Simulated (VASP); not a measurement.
# Ta6Si in VASP: further runs

Ta6Si is run at these levels: PBE; tasks: relaxation of the atoms.

Everything below comes from runs of VASP 6.6.1. Logs are shortened: lines on timing, memory, paths and dates and some standing lists are left out, and cuts for length are marked.

### 1 The cell of the first run

The cell holds a slab with vacuum, 7 atoms: a = 4.694 Å, b = 4.694 Å, c = 19.988 Å, α = 90.00°, β = 90.00°, γ = 120.00°.

### 2 Relaxation of the atoms, PBE

INCAR

```
SYSTEM = Ta6Si
PREC = Accurate
ENCUT = 520
EDIFF = 1E-6
ISMEAR = 0
SIGMA = 0.1
LREAL = .FALSE.
LASPH = .TRUE.
NELM = 80
ALGO = Normal
ISIF = 2
LWAVE = .FALSE.
LCHARG = .FALSE.
LDIPOL = .TRUE.
IDIPOL = 3
DIPOL = 0.5 0.5 0.342
GGA = PE
IBRION = 2
NSW = 36
EDIFFG = -0.025
```

KPOINTS

```
Automatic mesh
0
G
  6 6 1
  0 0 0
```

POSCAR

```
Ta6Si
1.0
    4.6937283334      0.0000000000      0.0000000000
   -2.3468641667      4.0648879751      0.0000000000
    0.0000000000      0.0000000000     19.9881921067
Ta Si
6 1
Selective dynamics
Direct
    0.6666666667      0.3333333333      0.2001181487  F F F
    0.3333333333      0.6666666667      0.2480516125  F F F
    0.0000000000      0.0000000000      0.2959850764  F F F
    0.6666666667      0.3333333333      0.3401842440  F F F
    0.3333333333      0.6666666667      0.3819724415  F F F
    0.0000000000      0.0000000000      0.4246603225  F F F
    0.3333333333      0.6666666667      0.5021185681  F F T
```

Potentials or basis: VASP PAW PBE potentials, release 64 (Ta_pv, Si).

Launch:

```
$ cat potpaw_PBE.64/Ta_pv/POTCAR potpaw_PBE.64/Si/POTCAR > POTCAR
$ mpirun -np 1 vasp_std > vasp.out
```

OUTCAR:

```text
SYSTEM = Ta6Si
   PREC = Accurate
   ENCUT = 520
   EDIFF = 1E-6
   ISMEAR = 0
   LREAL = .FALSE.
   LASPH = .TRUE.
   NELM = 80
   ISIF = 2
   GGA = PE
   IBRION = 2
   NSW = 36
   EDIFFG = -0.025

 ion  position               nearest neighbor table
   1  0.667  0.333  0.200-   4 2.80   2 2.87   2 2.87   2 2.87   3 3.32   3 3.32   3 3.32
   2  0.333  0.667  0.248-   5 2.68   1 2.87   1 2.87   3 2.87   1 2.87   3 2.87   3 2.87   4 3.28
                             4 3.28   4 3.28
   3  0.000  0.000  0.296-   6 2.57   4 2.85   4 2.85   4 2.85   2 2.87   2 2.87   2 2.87   5 3.21
                             5 3.21   5 3.21   1 3.32   1 3.32   1 3.32
   4  0.667  0.333  0.340-   1 2.80   5 2.84   5 2.84   5 2.84   3 2.85   3 2.85   3 2.85   6 3.19
                             6 3.19   6 3.19   2 3.28   2 3.28   2 3.28
   5  0.333  0.667  0.382-   7 2.40   2 2.68   4 2.84   4 2.84   4 2.84   6 2.84   6 2.84   6 2.84
                             3 3.21   3 3.21   3 3.21
   6  0.000  0.000  0.425-   3 2.57   5 2.84   5 2.84   5 2.84   7 3.12   7 3.12   7 3.12   4 3.19
                             4 3.19   4 3.19
   7  0.333  0.667  0.502-   5 2.40   6 3.12   6 3.12   6 3.12

  LATTYP: Found a hexagonal cell.
 ALAT       =     4.6937283334
 C/A-ratio  =     4.2584893473

  Lattice vectors:

 A1 = (   4.6937283334,   0.0000000000,   0.0000000000)
 A2 = (  -2.3468641667,   4.0648879751,   0.0000000000)
 A3 = (   0.0000000000,   0.0000000000,  19.9881921067)

Analysis of symmetry for initial positions (statically):
=====================================================================
 Subroutine PRICEL returns:
 Original cell was already a primitive cell.

 Routine SETGRP: Setting up the symmetry group for a
 hexagonal supercell.

 Subroutine GETGRP returns: Found  6 space group operations
 (whereof  6 operations were pure point group operations)
 out of a pool of 24 trial point group operations.

The static configuration has the point symmetry C_3v.

Analysis of symmetry for dynamics (positions and initial velocities):
=====================================================================
 Subroutine PRICEL returns:
 Original cell was already a primitive cell.

 Routine SETGRP: Setting up the symmetry group for a
 hexagonal supercell.

 Subroutine GETGRP returns: Found  6 space group operations
 (whereof  6 operations were pure point group operations)
 out of a pool of 24 trial point group operations.

The dynamic configuration has the point symmetry C_3v.

Analysis of constrained symmetry for selective dynamics:
=====================================================================
 Subroutine PRICEL returns:
 Original cell was already a primitive cell.

 Routine SETGRP: Setting up the symmetry group for a
 hexagonal supercell.

 Subroutine GETGRP returns: Found  6 space group operations
 (whereof  6 operations were pure point group operations)
 out of a pool of 24 trial point group operations.

The constrained configuration has the point symmetry C_3v.

 Subroutine INISYM returns: Found  6 space group operations
 (whereof  6 operations are pure point group operations),
 and found     1 'primitive' translations

----------------------------------------------------------------------------------------

                                     Primitive cell

  volume of cell :     381.3643

  direct lattice vectors                    reciprocal lattice vectors
     4.693728333  0.000000000  0.000000000     0.213050251  0.123004620  0.000000000
    -2.346864167  4.064887975  0.000000000     0.000000000  0.246009240  0.000000000
     0.000000000  0.000000000 19.988192107     0.000000000  0.000000000  0.050029537

  length of vectors
     4.693728333  4.693728333 19.988192107     0.246009240  0.246009240  0.050029537

  position of ions in fractional coordinates (direct lattice)
     0.666666667  0.333333333  0.200118149
     0.333333333  0.666666667  0.248051612
     0.000000000  0.000000000  0.295985076
     0.666666667  0.333333333  0.340184244
     0.333333333  0.666666667  0.381972441
     0.000000000  0.000000000  0.424660323
     0.333333333  0.666666667  0.502118568

  ion indices of the primitive-cell ions
   primitive index   ion index
                 1           1
                 2           2
                 3           3
                 4           4
                 5           5
                 6           6
                 7           7

----------------------------------------------------------------------------------------

 KPOINTS: Automatic mesh

Automatic generation of k-mesh.
 Grid dimensions read from file:
 generate k-points for:    6    6    1

 Generating k-lattice:

  Cartesian coordinates                     Fractional coordinates (reciprocal lattice)
     0.035508375  0.020500770  0.000000000     0.166666667  0.000000000  0.000000000
     0.000000000  0.041001540  0.000000000     0.000000000  0.166666667  0.000000000
     0.000000000  0.000000000  0.050029537     0.000000000  0.000000000  1.000000000

  Length of vectors
     0.041001540  0.041001540  0.050029537

  Shift w.r.t. Gamma in fractional coordinates (k-lattice)
     0.000000000  0.000000000  0.000000000

 Subroutine IBZKPT returns following result:
 ===========================================

 Found      7 irreducible k-points:

 Following reciprocal coordinates:
            Coordinates               Weight
  0.000000  0.000000  0.000000      1.000000
  0.166667 -0.000000  0.000000      6.000000
  0.333333 -0.000000  0.000000      6.000000
  0.500000  0.000000  0.000000      3.000000
  0.166667  0.166667  0.000000      6.000000
  0.333333  0.166667  0.000000     12.000000
  0.333333  0.333333  0.000000      2.000000
   k-points           NKPTS =      7   k-points in BZ     NKDIM =      7   number of bands    NBANDS=     42
   number of dos      NEDOS =    301   number of ions     NIONS =      7
   total plane-waves  NPLWV = 194400
   dimension x,y,z NGX =    36 NGY =   36 NGZ =  150
   dimension x,y,z NGXF=    72 NGYF=   72 NGZF=  300
   ions per type =               6   1
   NGX,Y,Z   is equivalent  to a cutoff of  12.75, 12.75, 12.48 a.u.
   NGXF,Y,Z  is equivalent  to a cutoff of  25.50, 25.50, 24.95 a.u.
 SYSTEM =  Ta6Si
   PREC   = accura    normal or accurate (medium, high low for compatibility)
   ISTART =      0    job   : 0-new  1-cont  2-samecut
   ICHARG =      2    charge: 1-file 2-atom 10-const
   ISPIN  =      1    spin polarized calculation?
   LNONCOLLINEAR =      F non collinear calculations
   LSORBIT =      F    spin-orbit coupling
   LASPH  =      T    aspherical Exc in radial PAW
   ENCUT  =  520.0 eV  38.22 Ry    6.18 a.u.   8.73  8.73 37.16*2*pi/ulx,y,z
   NELM   =     80;   NELMIN=  2; NELMDL= -5     # of ELM steps
   EDIFF  = 0.1E-05   stopping-criterion for ELM
   LREAL  =      F    real-space projection
   EDIFFG = -.3E-01   stopping-criterion for IOM
   NSW    =     36    number of steps for IOM
   IBRION =      2    ionic relax: 0-MD 1-quasi-New 2-CG
   NFREE  =      1    steps in history (QN), initial steepest desc. (CG)
   ISIF   =      2    stress and relaxation
   ISYM   =      2    0-nonsym 1-usesym 2-fastsym
   POTIM  = 0.5000    time-step for ionic-motion
   TEBEG  =    0.0;   TEEND  =   0.0 temperature during run
   PSTRESS=    0.0 pullay stress
   NELECT =      70.0000    total number of electrons
   NUPDOWN=      -1.0000    fix difference up-down
   EMIN   =  10.00;   EMAX   =-10.00  energy-range for DOS
   EFERMI =   0.00;   METHOD = LEGACY
   ISMEAR =     0;   SIGMA  =   0.10  broadening in eV -4-tet -1-fermi 0-gaus
   EFERMI_NEDOS =   21; number of points for ismear=-14 and -15
   IALGO  =     38    algorithm
   IMIX   =      4    mixing-type and parameters
     AMIX     =   0.40;   BMIX     =  1.00
     AMIX_MAG =   1.60;   BMIX_MAG =  1.00
  volume/ion in A,a.u.               =      54.48       367.65
  Fermi-wavevector in a.u.,A,eV,Ry     =   0.930381  1.758165 11.777323  0.865609
  Thomas-Fermi vector in A             =   2.056763
   LORBIT       =      0    0 simple, 1 ext, 2 COOP (PROOUT), +10 PAW based schemes
   GGA     = PE    functional components
   LHFCALC =     F    Hartree Fock is set to
   AEXX    =    0.0000 exact exchange contribution
   IVDW    =     0    specifies the selected vdW correction
   LEPSILON=     F    determine dielectric tensor
   LRPA    =     F    only Hartree local field effects (RPA)
 conjugate gradient relaxation of ions
 non-spin polarized calculation
 Gauss-broadening in eV      SIGMA  =   0.10
  energy-cutoff  :      520.00
  volume of cell :      381.36
 maximum number of plane-waves:     10285
 NGX is ok and might be reduce to    36
   NGX = 17   NGY = 17   NGZ = 75

 dipolmoment           0.000000      0.000000     -0.004475 electrons x Angstroem

 number of electron      69.9999990 magnetization

 dipolmoment           0.000000      0.000000      0.162659 electrons x Angstroem

 Free energy of the ion-electron system (eV)
  ---------------------------------------------------
  ext. energy  EPLUGINS =         0.00000000
  ---------------------------------------------------
  free energy    TOTEN  =       -69.34975980 eV

  energy without entropy =      -69.29222680  energy(sigma->0) =      -69.32099330

 E-fermi :  -0.7414     XC(G=0):  -5.2391

 val. band max:       -0.7452541574   @ k =   0.3333   0.1667   0.0000
 cond. band min:      -0.7204271571   @ k =   0.5000   0.0000   0.0000
 fundamental gap:      0.0248270004
 Fermi energy:        -0.7414181357

 k-point     1 :       0.0000    0.0000    0.0000
  band No.  band energies     occupation
      1     -35.5273      2.00000
      2     -35.4594      2.00000
      3     -35.2441      2.00000
      4     -35.2441      2.00000
      5     -35.1592      2.00000
      6     -35.1592      2.00000
[... 34 lines left out ...]
     41       1.4004      0.00000
     42       1.5327      0.00000

 k-point     2 :       0.1667   -0.0000    0.0000
  band No.  band energies     occupation
      1     -35.5360      2.00000
      2     -35.4682      2.00000
      3     -35.2722      2.00000
      4     -35.2525      2.00000
      5     -35.1887      2.00000
      6     -35.1708      2.00000
[... 34 lines left out ...]
     41       1.2083      0.00000
     42       1.4294      0.00000

 k-point     3 :       0.3333   -0.0000    0.0000
  band No.  band energies     occupation
      1     -35.5554      2.00000
      2     -35.4880      2.00000
      3     -35.3312      2.00000
      4     -35.2412      2.00000
      5     -35.2181      2.00000
      6     -35.1603      2.00000
[... 34 lines left out ...]
     41       0.9194      0.00000
     42       1.2042      0.00000

 k-point     4 :       0.5000    0.0000    0.0000
  band No.  band energies     occupation
      1     -35.5660      2.00000
      2     -35.4980      2.00000
      3     -35.3585      2.00000
      4     -35.2302      2.00000
      5     -35.2282      2.00000
      6     -35.1368      2.00000
[... 34 lines left out ...]
     41       0.8497      0.00000
     42       1.1561      0.00000

 k-point     5 :       0.1667    0.1667    0.0000
  band No.  band energies     occupation
      1     -35.5501      2.00000
      2     -35.4850      2.00000
      3     -35.2887      2.00000
      4     -35.2655      2.00000
      5     -35.2051      2.00000
      6     -35.1765      2.00000
[... 34 lines left out ...]
     41       0.8639      0.00000
     42       1.1747      0.00000

 k-point     6 :       0.3333    0.1667    0.0000
  band No.  band energies     occupation
      1     -35.5641      2.00000
      2     -35.5053      2.00000
      3     -35.3156      2.00000
      4     -35.2424      2.00000
      5     -35.2163      2.00000
      6     -35.1532      2.00000
[... 34 lines left out ...]
     41       0.6142      0.00000
     42       0.9530      0.00000

 k-point     7 :       0.3333    0.3333    0.0000
  band No.  band energies     occupation
      1     -35.5660      2.00000
      2     -35.5192      2.00000
      3     -35.2837      2.00000
      4     -35.2228      2.00000
      5     -35.2056      2.00000
      6     -35.1804      2.00000
[... 34 lines left out ...]
     41       0.5537      0.00000
     42       0.6721      0.00000

------------------------ aborting loop because EDIFF is reached ----------------------------------------

 vacuum level on the upper side and lower side of the slab       (xc-potential included)         0.546        -0.960

  FORCE on cell =-STRESS in cart. coord.  units (eV):
  Direction    XX          YY          ZZ          XY          YZ          ZX
  --------------------------------------------------------------------------------------
  -------------------------------------------------------------------------------------
  Total       -4.3563584     -4.3563584      0.9425031      0.0000000     -0.0000000      0.0000000
  in kB      -18.3018142    -18.3018142      3.9596185      0.0000000     -0.0000000      0.0000000
  external PRESSURE =     -10.8813366 kB  Pullay stress =       0.0000000 kB

 VOLUME and BASIS-vectors are now :
 -----------------------------------------------------------------------------
  energy-cutoff  :      520.00
  volume of cell :      381.36
      direct lattice vectors                 reciprocal lattice vectors
     4.693728333  0.000000000  0.000000000     0.213050251  0.123004620  0.000000000
    -2.346864167  4.064887975  0.000000000     0.000000000  0.246009240  0.000000000
     0.000000000  0.000000000 19.988192107     0.000000000  0.000000000  0.050029537

 POSITION                                       TOTAL-FORCE (eV/Angst)
 -----------------------------------------------------------------------------------
      2.34686      1.35496      4.00000        -0.000000     -0.000000      1.863186
     -0.00000      2.70993      4.95810        -0.000000     -0.000000     -0.568932
      0.00000      0.00000      5.91621        -0.000000      0.000000     -2.577425
      2.34686      1.35496      6.79967         0.000000      0.000000     -0.383204
     -0.00000      2.70993      7.63494         0.000000     -0.000000     -0.067934
      0.00000      0.00000      8.48819        -0.000000      0.000000      1.740288
     -0.00000      2.70993     10.03644         0.000000     -0.000000     -0.005980
 -----------------------------------------------------------------------------------
    total drift:                                0.000000     -0.000000      0.000501

  FREE ENERGIE OF THE ION-ELECTRON SYSTEM (eV)
  ---------------------------------------------------
  free  energy   TOTEN  =       -69.3497598025 eV

  energy  without entropy=      -69.2922268034  energy(sigma->0) =      -69.32099330

 reached required accuracy - stopping structural energy minimisation

 vacuum level on the upper side and lower side of the slab         4.016         2.476
```

It took 10 min on 1 thread of Intel Xeon 8259CL, shared host; peak memory 0.5 GiB.

Results:

```
Free energy            : -69.3498 eV
Band gap on the k mesh : zero (bands 35 and 36 overlap by 0.13 eV)
```

Final structure:
```yaml
crystal:
  lattice:
    - [4.69373, 0.00000, 0.00000]
    - [-2.34686, 4.06489, 0.00000]
    - [0.00000, 0.00000, 19.98819]
  atoms:
    - { symbol: Ta, position: [0.66667, 0.33333, 0.20012] }
    - { symbol: Ta, position: [0.33333, 0.66667, 0.24805] }
    - { symbol: Ta, position: [0.00000, 0.00000, 0.29599] }
    - { symbol: Ta, position: [0.66667, 0.33333, 0.34018] }
    - { symbol: Ta, position: [0.33333, 0.66667, 0.38197] }
    - { symbol: Ta, position: [0.00000, 0.00000, 0.42466] }
    - { symbol: Si, position: [0.33333, 0.66667, 0.50212] }
```

Caveat: the relaxation stopped at its first step, so nothing moved; spin-orbit coupling is left out, which moves the levels of the heavy elements.

### 3 Relaxation of the atoms, PBE

INCAR

```
ALGO = Normal
DIPOL = 0.5 0.5 0.351
EDIFF = 1E-6
EDIFFG = -0.025
ENCUT = 520
GGA = PE
IBRION = 2
IDIPOL = 3
ISIF = 2
ISMEAR = 0
LASPH = T
LCHARG = F
LDIPOL = T
LREAL = F
LWAVE = F
NELM = 60
NSW = 36
PREC = Accurate
SIGMA = 0.1
```

KPOINTS

```
k-points
0
Gamma
  6 6 1
```

Changes to POSCAR since step 2:

```diff
@@ -15,2 +15,2 @@
     0.0000000000      0.0000000000      0.4246603225  F F F
-    0.3333333333      0.6666666667      0.5021185681  F F T
+    0.0000000000      0.0000000000      0.5657436173  F F T
```

Potentials or basis: VASP PAW PBE potentials, release 64 (Ta_pv, Si).

Launch:

```
$ cat potpaw_PBE.64/Ta_pv/POTCAR potpaw_PBE.64/Si/POTCAR > POTCAR
$ mpirun -np 1 vasp_std > vasp.out
```

It took 7.9 min on 1 thread of Intel Xeon Platinum 8488C (Sapphire Rapids), shared host; peak memory 0.52 GiB.

The run converged. Its results:

- Free energy: -67.3769 eV
- Energy gained by relaxing: 31.5 meV/atom
- Ionic steps: 5
- Band gap on the k mesh: zero (bands 35 and 36 overlap by 0.05 eV)

Step by step:
```csv
step,energy change (eV),largest force on free atoms (eV/Å),pressure (GPa)
1,0.0000,1.2877,-2.37
2,-0.0751,1.1232,-2.28
3,-0.2145,0.2728,-1.87
4,-0.2188,0.1435,-1.69
5,-0.2202,0.0081,-1.76
```

Final structure:
```
Ta Si
1.0
     4.69373    0.00000    0.00000
    -2.34686    4.06489    0.00000
     0.00000    0.00000   19.98819
Ta Si
6 1
Direct
  0.66667 0.33333 0.20012
  0.33333 0.66667 0.24805
  0.00000 0.00000 0.29599
  0.66667 0.33333 0.34018
  0.33333 0.66667 0.38197
  0.00000 0.00000 0.42466
  0.00000 0.00000 0.55135
```

Levels at points of the mesh, in eV from the Fermi level:
```
           k point  band 32  band 33  band 34  band 35  band 36  band 37  band 38  band 39
(0.00, 0.00, 0.00)    -0.78    -0.65    -0.29    -0.29     0.28     0.34     0.34     0.73
(0.50, 0.00, 0.00)    -0.82    -0.73    -0.38    -0.19     0.02     0.38     0.78     1.11
```

Caveat: spin-orbit coupling is left out, which moves the levels of the heavy elements.

The gap in the log of VASP goes by the Fermi energy; the results here count the filled bands.